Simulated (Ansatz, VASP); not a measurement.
## ScAl3N4 in VASP and in Ansatz

```
Al Sc N
1.0
     6.44770    0.01565    0.00000
    -3.21030    5.59169    0.00000
     0.00000    0.00000    5.05272
Al Sc N
6 2 8
Cartesian
  -1.6035 4.6392 -0.0013
  0.0119 3.7562 2.5251
  3.2470 1.8884 -0.0013
  4.8194 0.9309 2.5251
  1.6086 4.6786 -0.0213
  3.2475 3.7324 2.5050
  -0.0491 1.8975 -0.0384
  1.6678 0.9062 2.4880
  -0.0702 1.9096 2.0860
  1.6889 0.8941 4.6123
  -1.6007 4.5276 1.8923
  0.0091 3.8678 4.4186
  3.3450 1.9418 1.8923
  4.7214 0.8776 4.4186
  1.6321 4.6651 1.9123
  3.2240 3.7460 4.4387
```

Alike in both runs: functional PBE; k mesh 4 × 4 × 5; no spin polarisation.

Ansatz relaxed the structure, and its values are those at the end. VASP's run is a single point on that final structure, the one shown.

|  | VASP | Ansatz |
| --- | --- | --- |
| version | VASP 6.6.1 | Ansatz 0.2.0 |
| potentials or method | VASP PAW PBE potentials, release 64 (Al, Sc_sv, N) | scalar-relativistic, plane waves, PAW |
| plane-wave cutoff (eV) | 520 | 420 |
| occupations | gaussian, width 0.01 eV | fixed |
| valence electrons in the cell | 80 | 80 |

Ansatz gave:

* gap on the k mesh at the Fermi level (eV): 3.78
* least direct gap on the mesh (eV): 3.80
* pressure (GPa): 1.9
* rms of the force components (eV/Å): 0.000

What did VASP give for the same quantities?

gap on the k mesh at the Fermi level (eV): 3.77; least direct gap on the mesh (eV): 3.79; pressure (GPa): 2.0; rms of the force components (eV/Å): 0.024.

Ansatz's warnings: stress scf threshold loose.
